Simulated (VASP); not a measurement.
# LiF (Imm2) in VASP: notebook

LiF is run at these levels: r2SCAN; tasks: single point.

Program: VASP 6.6.1. These are calculated values, not measurements. Logs are shortened: lines on timing, memory, paths and dates and some standing lists are left out, and cuts for length are marked.

## (1) The cell of the first run

Symmetry: Imm2, No. 44, orthorhombic system. Conventional cell: a = 2.848 Å, b = 4.028 Å, c = 2.848 Å, α = 90.00°, β = 90.00°, γ = 90.00°. Within 2.6 Å of Li (site symmetry mm2) lie 6 F at 1.94 to 2.09 Å. Within 2.6 Å of F (site symmetry mm2) lie 6 Li at 1.94 to 2.09 Å.

## (2) Single point, r2SCAN

POSCAR reads:

```
LiF
1.0
    0.0000000000      2.0140000000      2.0140000000
    2.0140000000      0.0000000000      2.0140000000
    2.0140000000      2.0140000000      0.0000000000
Li F
1 1
Direct
    0.0351095721      0.0000000000      0.0000000000
    0.5000000000      0.5000000000      0.5000000000
```

INCAR.step1 reads:

```
PREC = Accurate
ENCUT = 520
ISMEAR = 0
SIGMA = 0.05
LREAL = F
LASPH = T
NELM = 100
NBANDS = 12
GGA = PE
ALGO = Normal
EDIFF = 1E-4
LWAVE = T
LCHARG = F
```

INCAR.step2 reads:

```
PREC = Accurate
ENCUT = 520
EDIFF = 1E-7
ISMEAR = 0
SIGMA = 0.05
LREAL = F
LASPH = T
NELM = 100
ALGO = Normal
ISIF = 2
LWAVE = F
LCHARG = F
METAGGA = R2SCAN
LMIXTAU = T
NBANDS = 12
ISTART = 1
```

KPOINTS reads:

```
Automatic mesh
0
Gamma
  10 10 10
```

Potentials or basis: VASP PAW PBE potentials, release 64 (Li_sv, F).

Launch:

```
$ cat potpaw_PBE.64/Li_sv/POTCAR potpaw_PBE.64/F/POTCAR > POTCAR
$ cp INCAR.step1 INCAR
$ mpirun -np 1 vasp_std > vasp.out
$ cp INCAR.step2 INCAR
$ mpirun -np 1 vasp_std > vasp.out
```

OUTCAR:

```text
PREC = Accurate
   ENCUT = 520
   EDIFF = 1E-7
   ISMEAR = 0
   LREAL = F
   LASPH = T
   NELM = 100
   ISIF = 2
   METAGGA = R2SCAN
   ISTART = 1

 ion  position               nearest neighbor table
   1  0.035  0.000  0.000-   2 1.94   2 1.94   2 2.02   2 2.02   2 2.09   2 2.09
   2  0.500  0.500  0.500-   1 1.94   1 1.94   1 2.02   1 2.02   1 2.09   1 2.09

  LATTYP: Found a face centered cubic cell.
 ALAT       =     4.0280000000

  Lattice vectors:

 A1 = (   0.0000000000,   2.0140000000,   2.0140000000)
 A2 = (   2.0140000000,   0.0000000000,   2.0140000000)
 A3 = (   2.0140000000,   2.0140000000,   0.0000000000)

Analysis of symmetry for initial positions (statically):
=====================================================================
 Subroutine PRICEL returns:
 Original cell was already a primitive cell.

 Routine SETGRP: Setting up the symmetry group for a
 face centered cubic supercell.

 Subroutine GETGRP returns: Found  4 space group operations
 (whereof  4 operations were pure point group operations)
 out of a pool of 48 trial point group operations.

The static configuration has the point symmetry C_2v.

Analysis of symmetry for dynamics (positions and initial velocities):
=====================================================================
 Subroutine PRICEL returns:
 Original cell was already a primitive cell.

 Routine SETGRP: Setting up the symmetry group for a
 face centered cubic supercell.

 Subroutine GETGRP returns: Found  4 space group operations
 (whereof  4 operations were pure point group operations)
 out of a pool of 48 trial point group operations.

The dynamic configuration has the point symmetry C_2v.

 Subroutine INISYM returns: Found  4 space group operations
 (whereof  4 operations are pure point group operations),
 and found     1 'primitive' translations

----------------------------------------------------------------------------------------

                                     Primitive cell

  volume of cell :      16.3384

  direct lattice vectors                    reciprocal lattice vectors
     0.000000000  2.014000000  2.014000000    -0.248262165  0.248262165  0.248262165
     2.014000000  0.000000000  2.014000000     0.248262165 -0.248262165  0.248262165
     2.014000000  2.014000000  0.000000000     0.248262165  0.248262165 -0.248262165

  length of vectors
     2.848226115  2.848226115  2.848226115     0.430002683  0.430002683  0.430002683

  position of ions in fractional coordinates (direct lattice)
     0.035109572  0.000000000  0.000000000
     0.500000000  0.500000000  0.500000000

  ion indices of the primitive-cell ions
   primitive index   ion index
                 1           1
                 2           2

----------------------------------------------------------------------------------------

 KPOINTS: Automatic mesh

Automatic generation of k-mesh.
 Grid dimensions read from file:
 generate k-points for:   10   10   10

 Generating k-lattice:

  Cartesian coordinates                     Fractional coordinates (reciprocal lattice)
    -0.024826216  0.024826216  0.024826216     0.100000000  0.000000000  0.000000000
     0.024826216 -0.024826216  0.024826216     0.000000000  0.100000000  0.000000000
     0.024826216  0.024826216 -0.024826216     0.000000000  0.000000000  0.100000000

  Length of vectors
     0.043000268  0.043000268  0.043000268

  Shift w.r.t. Gamma in fractional coordinates (k-lattice)
     0.000000000  0.000000000  0.000000000

 Subroutine IBZKPT returns following result:
 ===========================================

 Found    171 irreducible k-points:

 Following reciprocal coordinates:
            Coordinates               Weight
  0.000000  0.000000  0.000000      1.000000
  0.100000  0.000000  0.000000      4.000000
  0.000000  0.100000  0.000000      4.000000
  0.200000  0.000000  0.000000      4.000000
  0.000000  0.200000  0.000000      4.000000
  0.300000  0.000000  0.000000      4.000000
[... 16 lines left out ...]
  0.000000  0.400000  0.100000      4.000000
  0.100000  0.000000  0.400000      8.000000
 [... further k-points ...]
   k-points           NKPTS =    171   k-points in BZ     NKDIM =    171   number of bands    NBANDS=     12
   number of dos      NEDOS =    301   number of ions     NIONS =      2
   total plane-waves  NPLWV =  13824
   dimension x,y,z NGX =    24 NGY =   24 NGZ =   24
   dimension x,y,z NGXF=    48 NGYF=   48 NGZF=   48
   ions per type =               1   1
   NGX,Y,Z   is equivalent  to a cutoff of  14.01, 14.01, 14.01 a.u.
   NGXF,Y,Z  is equivalent  to a cutoff of  28.02, 28.02, 28.02 a.u.
 SYSTEM =  unknown system
   PREC   = accura    normal or accurate (medium, high low for compatibility)
   ISTART =      1    job   : 0-new  1-cont  2-samecut
   ICHARG =      0    charge: 1-file 2-atom 10-const
   ISPIN  =      1    spin polarized calculation?
   LNONCOLLINEAR =      F non collinear calculations
   LSORBIT =      F    spin-orbit coupling
   LASPH  =      T    aspherical Exc in radial PAW
   ENCUT  =  520.0 eV  38.22 Ry    6.18 a.u.   5.30  5.30  5.30*2*pi/ulx,y,z
   NELM   =    100;   NELMIN=  2; NELMDL=  0     # of ELM steps
   EDIFF  = 0.1E-06   stopping-criterion for ELM
   LREAL  =      F    real-space projection
   EDIFFG = 0.1E-05   stopping-criterion for IOM
   NSW    =      0    number of steps for IOM
   IBRION =     -1    ionic relax: 0-MD 1-quasi-New 2-CG
   NFREE  =      0    steps in history (QN), initial steepest desc. (CG)
   ISIF   =      2    stress and relaxation
   ISYM   =      2    0-nonsym 1-usesym 2-fastsym
   POTIM  = 0.5000    time-step for ionic-motion
   TEBEG  =    0.0;   TEEND  =   0.0 temperature during run
   PSTRESS=    0.0 pullay stress
   NELECT =      10.0000    total number of electrons
   NUPDOWN=      -1.0000    fix difference up-down
   EMIN   =  10.00;   EMAX   =-10.00  energy-range for DOS
   EFERMI =   0.00;   METHOD = LEGACY
   ISMEAR =     0;   SIGMA  =   0.05  broadening in eV -4-tet -1-fermi 0-gaus
   EFERMI_NEDOS =   21; number of points for ismear=-14 and -15
   IALGO  =     38    algorithm
   IMIX   =      4    mixing-type and parameters
     AMIX     =   0.40;   BMIX     =  1.00
     AMIX_MAG =   1.60;   BMIX_MAG =  1.00
  volume/ion in A,a.u.               =       8.17        55.13
  Fermi-wavevector in a.u.,A,eV,Ry     =   1.389970  2.626662 26.286674  1.932016
  Thomas-Fermi vector in A             =   2.513950
   LORBIT       =      0    0 simple, 1 ext, 2 COOP (PROOUT), +10 PAW based schemes
   METAGGA = R2SCAN    functional components
   LHFCALC =     F    Hartree Fock is set to
   AEXX    =    0.0000 exact exchange contribution
   IVDW    =     0    specifies the selected vdW correction
   LEPSILON=     F    determine dielectric tensor
   LRPA    =     F    only Hartree local field effects (RPA)
 non-spin polarized calculation
 Gauss-broadening in eV      SIGMA  =   0.05
  energy-cutoff  :      520.00
  volume of cell :       16.34
 maximum number of plane-waves:       459
 NGX is ok and might be reduce to    24
   NGX = 11   NGY = 11   NGZ = 11

 number of electron       9.9999996 magnetization

 Free energy of the ion-electron system (eV)
  ---------------------------------------------------
  ext. energy  EPLUGINS =         0.00000000
  ---------------------------------------------------
  free energy    TOTEN  =       -11.89042618 eV

  energy without entropy =      -11.89042618  energy(sigma->0) =      -11.89042618

 E-fermi :  -1.2746     XC(G=0): -10.5405

 val. band max:       -1.6402652767   @ k =   0.0000   0.0000   0.0000
 cond. band min:       8.6035058957   @ k =   0.0000   0.0000   0.0000
 fundamental gap:     10.2437711723
 Fermi energy:        -1.2745574354

 k-point     1 :       0.0000    0.0000    0.0000
  band No.  band energies     occupation
      1     -43.6974      2.00000
      2     -22.7404      2.00000
      3      -1.6598      2.00000
      4      -1.6410      2.00000
      5      -1.6403      2.00000
      6       8.6035      0.00000
      7      23.4636      0.00000
      8      23.4665      0.00000
      9      23.8388      0.00000
     10      24.4520      0.00000
     11      24.8474      0.00000
     12      24.8818      0.00000

 k-point     2 :       0.1000    0.0000    0.0000
  band No.  band energies     occupation
      1     -43.6918      2.00000
      2     -22.7026      2.00000
      3      -1.9217      2.00000
      4      -1.6842      2.00000
      5      -1.6645      2.00000
      6       8.8908      0.00000
      7      20.9653      0.00000
      8      22.6710      0.00000
      9      22.7719      0.00000
     10      25.2024      0.00000
     11      25.2209      0.00000
     12      25.7361      0.00000

 k-point     3 :       0.0000    0.1000    0.0000
  band No.  band energies     occupation
      1     -43.6917      2.00000
      2     -22.7030      2.00000
      3      -1.9339      2.00000
      4      -1.6717      2.00000
      5      -1.6629      2.00000
      6       8.8881      0.00000
      7      20.9853      0.00000
      8      22.6987      0.00000
      9      22.7635      0.00000
     10      25.0385      0.00000
     11      25.2664      0.00000
     12      25.8239      0.00000
[... 286 lines left out ...]
 k-point    23 :       0.0000    0.4000    0.1000
  band No.  band energies     occupation
      1     -43.6467      2.00000
      2     -22.3719      2.00000
      3      -3.7591      2.00000
      4      -2.0220      2.00000
      5      -1.9792      2.00000
      6      10.5929      0.00000
      7      16.3469      0.00000
      8      18.9398      0.00000
      9      19.8369      0.00000
     10      26.5413      0.00000
     11      30.7775      0.00000
     12      30.8755      0.00000

 k-point    24 :       0.1000    0.0000    0.4000
  band No.  band energies     occupation
      1     -43.6466      2.00000
      2     -22.3729      2.00000
      3      -3.7561      2.00000
      4      -2.0161      2.00000
      5      -1.9855      2.00000
      6      10.5961      0.00000
      7      16.2927      0.00000
      8      19.1858      0.00000
      9      19.6333      0.00000
     10      26.6017      0.00000
     11      30.6920      0.00000
     12      30.8475      0.00000

 [... further k-points ...]
[... 5 lines left out ...]
  --------------------------------------------------------------------------------------
  -------------------------------------------------------------------------------------
  Total       -0.3131066     -0.2167813     -0.2167813      0.0000000     -0.0128455      0.0000000
  in kB      -30.7039655    -21.2580756    -21.2580756      0.0000000     -1.2596616      0.0000000
  external PRESSURE =     -24.4067055 kB  Pullay stress =       0.0000000 kB

 VOLUME and BASIS-vectors are now :
 -----------------------------------------------------------------------------
  energy-cutoff  :      520.00
  volume of cell :       16.34
      direct lattice vectors                 reciprocal lattice vectors
     0.000000000  2.014000000  2.014000000    -0.248262165  0.248262165  0.248262165
     2.014000000  0.000000000  2.014000000     0.248262165 -0.248262165  0.248262165
     2.014000000  2.014000000  0.000000000     0.248262165  0.248262165 -0.248262165

 POSITION                                       TOTAL-FORCE (eV/Angst)
 -----------------------------------------------------------------------------------
      0.00000      0.07071      0.07071         0.000000     -0.122590     -0.122590
      2.01400      2.01400      2.01400         0.000000      0.122590      0.122590
 -----------------------------------------------------------------------------------
    total drift:                                0.000001      0.007987      0.007987

  FREE ENERGIE OF THE ION-ELECTRON SYSTEM (eV)
  ---------------------------------------------------
  free  energy   TOTEN  =       -11.8904261831 eV

  energy  without entropy=      -11.8904261831  energy(sigma->0) =      -11.89042618
```

Wall time 84 s (1 thread of Intel Xeon Platinum 8559C (Emerald Rapids), shared host); peak memory 0.15 GiB.

What came out:

```yaml
Free_energy: -11.8904 eV
Largest_force: 0.173 eV/Å
Band_gap_on_the_k_mesh: 10.24 eV
```

Forces in eV/Å, atoms in the order of the input:
```
Li   0.000 -0.123 -0.123
F    0.000  0.123  0.123
```

Levels at points of the mesh, in eV from the valence-band top:
```csv
k point,band 1,band 2,band 3,band 4,band 5,band 6,band 7,band 8,band 9,band 10
"(0.00, 0.00, 0.00)",-42.06,-21.10,-0.02,0.00,0.00,10.24,25.10,25.11,25.48,26.09
"(0.50, 0.00, 0.00)",-42.00,-20.69,-2.50,-0.26,-0.24,11.85,18.08,20.46,20.48,32.20
"(0.00, 0.50, 0.00)",-42.00,-20.69,-2.49,-0.25,-0.25,11.84,18.03,20.47,20.60,32.13
"(0.50, 0.50, 0.00)",-41.98,-20.43,-3.00,-1.01,-1.01,16.01,17.40,19.02,21.97,22.13
"(0.00, 0.50, 0.50)",-41.99,-20.43,-3.00,-1.03,-0.99,16.06,17.35,18.85,21.95,22.37
```

Caveat: the cell differs from its parent crystal (all Li atoms moved -0.100 Å, as atom 1 towards its neighbour atom 1 (Li) at 2.848 Å); the cutoff is under 1.25 times the usual one of these potentials, so pressure, stress and relaxed cells hold a basis-set (Pulay) error; the PAW data sets were made with another functional, which shifts forces and pressure a little.

## (3) Single point, r2SCAN

Edit POSCAR of step 2 so:

```diff
@@ -8,3 +8,3 @@
 Direct
-    0.0351095721      0.0000000000      0.0000000000
+   -0.0263321790      0.0000000000      0.0000000000
     0.5000000000      0.5000000000      0.5000000000
```

INCAR.step1 reads:

```
SYSTEM = LiF
ALGO     = Normal         ! electronic algorithm
EDIFF    = 1E-4           ! SCF threshold, eV
ENCUT    = 520            ! plane-wave cutoff, eV
GGA      = PE             ! functional
ISMEAR   = 0              ! smearing method
LASPH    = .TRUE.         ! aspherical terms in the spheres
LCHARG   = .FALSE.        ! write CHGCAR
LREAL    = .FALSE.        ! projectors in reciprocal space
LWAVE    = .TRUE.         ! write WAVECAR
NBANDS   = 12             ! bands
NELM     = 100            ! most SCF steps
PREC     = Accurate       ! precision mode
SIGMA    = 0.05           ! smearing width, eV
```

INCAR.step2 reads:

```
SYSTEM = LiF
ALGO     = Normal         ! electronic algorithm
EDIFF    = 1E-7           ! SCF threshold, eV
ENCUT    = 520            ! plane-wave cutoff, eV
ISIF     = 2              ! what is computed and relaxed
ISMEAR   = 0              ! smearing method
ISTART   = 1            
LASPH    = .TRUE.         ! aspherical terms in the spheres
LCHARG   = .FALSE.        ! write CHGCAR
LMIXTAU  = .TRUE.       
LREAL    = .FALSE.        ! projectors in reciprocal space
LWAVE    = .FALSE.        ! write WAVECAR
METAGGA  = R2SCAN         ! meta-GGA
NBANDS   = 12             ! bands
NELM     = 100            ! most SCF steps
PREC     = Accurate       ! precision mode
SIGMA    = 0.05           ! smearing width, eV
```

KPOINTS reads:

```
k-points
0
G
  10 10 10
  0 0 0
```

Potentials or basis: VASP PAW PBE potentials, release 64 (Li_sv, F).

Launch:

```
$ cat potpaw_PBE.64/Li_sv/POTCAR potpaw_PBE.64/F/POTCAR > POTCAR
$ cp INCAR.step1 INCAR
$ mpirun -np 1 vasp_std > vasp.out
$ cp INCAR.step2 INCAR
$ mpirun -np 1 vasp_std > vasp.out
```

OUTCAR:

```text
SYSTEM = LiF
   EDIFF = 1E-7
   ENCUT = 520
   ISIF = 2
   ISMEAR = 0
   ISTART = 1
   LASPH = .TRUE.
   LREAL = .FALSE.
   METAGGA = R2SCAN
   NELM = 100
   PREC = Accurate

 ion  position               nearest neighbor table
   1  0.974  0.000  0.000-   2 1.96   2 1.96   2 2.02   2 2.02   2 2.07   2 2.07
   2  0.500  0.500  0.500-   1 1.96   1 1.96   1 2.02   1 2.02   1 2.07   1 2.07

  LATTYP: Found a face centered cubic cell.
 ALAT       =     4.0280000000

  Lattice vectors:

 A1 = (   0.0000000000,   2.0140000000,   2.0140000000)
 A2 = (   2.0140000000,   0.0000000000,   2.0140000000)
 A3 = (   2.0140000000,   2.0140000000,   0.0000000000)
[... 539 lines left out ...]
     10      26.6011      0.00000
     11      30.7548      0.00000
     12      30.8466      0.00000

 [... further k-points ...]
[... 5 lines left out ...]
  --------------------------------------------------------------------------------------
  -------------------------------------------------------------------------------------
  Total       -0.3110744     -0.2607114     -0.2607114      0.0000000     -0.0087826      0.0000000
  in kB      -30.5046797    -25.5659638    -25.5659638      0.0000000     -0.8612444      0.0000000
  external PRESSURE =     -27.2122024 kB  Pullay stress =       0.0000000 kB

 VOLUME and BASIS-vectors are now :
 -----------------------------------------------------------------------------
  energy-cutoff  :      520.00
  volume of cell :       16.34
      direct lattice vectors                 reciprocal lattice vectors
     0.000000000  2.014000000  2.014000000    -0.248262165  0.248262165  0.248262165
     2.014000000  0.000000000  2.014000000     0.248262165 -0.248262165  0.248262165
     2.014000000  2.014000000  0.000000000     0.248262165  0.248262165 -0.248262165

 POSITION                                       TOTAL-FORCE (eV/Angst)
 -----------------------------------------------------------------------------------
      0.00000      1.96097      1.96097         0.000000      0.109013      0.109013
      2.01400      2.01400      2.01400        -0.000000     -0.109013     -0.109013
 -----------------------------------------------------------------------------------
    total drift:                                0.000001      0.030222      0.030222

  FREE ENERGIE OF THE ION-ELECTRON SYSTEM (eV)
  ---------------------------------------------------
  free  energy   TOTEN  =       -11.8940320463 eV

  energy  without entropy=      -11.8940320463  energy(sigma->0) =      -11.89403205
```

OUTCAR.step1:

```text
SYSTEM = LiF
   EDIFF = 1E-4
   ENCUT = 520
   GGA = PE
   ISMEAR = 0
   LASPH = .TRUE.
   LREAL = .FALSE.
[... 583 lines left out ...]
      0.00000      1.96097      1.96097         0.000000      0.089912      0.089912
      2.01400      2.01400      2.01400        -0.000000     -0.089912     -0.089912
 -----------------------------------------------------------------------------------
    total drift:                                0.000003      0.000520      0.000520

  FREE ENERGIE OF THE ION-ELECTRON SYSTEM (eV)
  ---------------------------------------------------
  free  energy   TOTEN  =        -9.6327318127 eV

  energy  without entropy=       -9.6327318127  energy(sigma->0) =       -9.63273181
```

OSZICAR.step1:

```text
N       E                     dE             d eps       ncg     rms          rms(c)
DAV:   1     0.321380957921E+02    0.32138E+02   -0.53522E+03  4244   0.837E+02
DAV:   2    -0.898781390922E+01   -0.41126E+02   -0.40234E+02  4960   0.188E+02
DAV:   3    -0.101346908309E+02   -0.11469E+01   -0.11438E+01  5460   0.276E+01
DAV:   4    -0.101458623563E+02   -0.11172E-01   -0.11171E-01  4624   0.290E+00
DAV:   5    -0.101459957675E+02   -0.13341E-03   -0.13341E-03  5380   0.234E-01    0.455E+00
DAV:   6    -0.962142714966E+01    0.52457E+00   -0.25112E+00  4600   0.983E+00    0.139E+00
DAV:   7    -0.962584835333E+01   -0.44212E-02   -0.18786E-02  5424   0.120E+00    0.862E-01
DAV:   8    -0.963270984118E+01   -0.68615E-02   -0.15141E-02  4812   0.128E+00    0.111E-01
DAV:   9    -0.963273181266E+01   -0.21971E-04   -0.98536E-04  4768   0.283E-01
   1 F= -.96327318E+01 E0= -.96327318E+01  d E =-.183986E-32
```

Run time: 84 s. Hardware: 1 thread of Intel Xeon Platinum 8559C (Emerald Rapids), shared host; peak memory 0.15 GiB.

Results:

* Free energy: -11.8940 eV
* Largest force: 0.154 eV/Å
* Band gap on the k mesh: 10.25 eV

Forces on the atoms (eV/Å):
```
Li   0.000  0.109  0.109
F    0.000 -0.109 -0.109
```

Caveat: the cell differs from its parent crystal (all Li atoms moved +0.075 Å, as atom 1 towards its neighbour atom 1 (Li) at 2.848 Å); the cutoff is under 1.25 times the usual one of these potentials, so pressure, stress and relaxed cells hold a basis-set (Pulay) error; the PAW data sets were made with another functional, which shifts forces and pressure a little.

(Continued in part 2 of 2.)
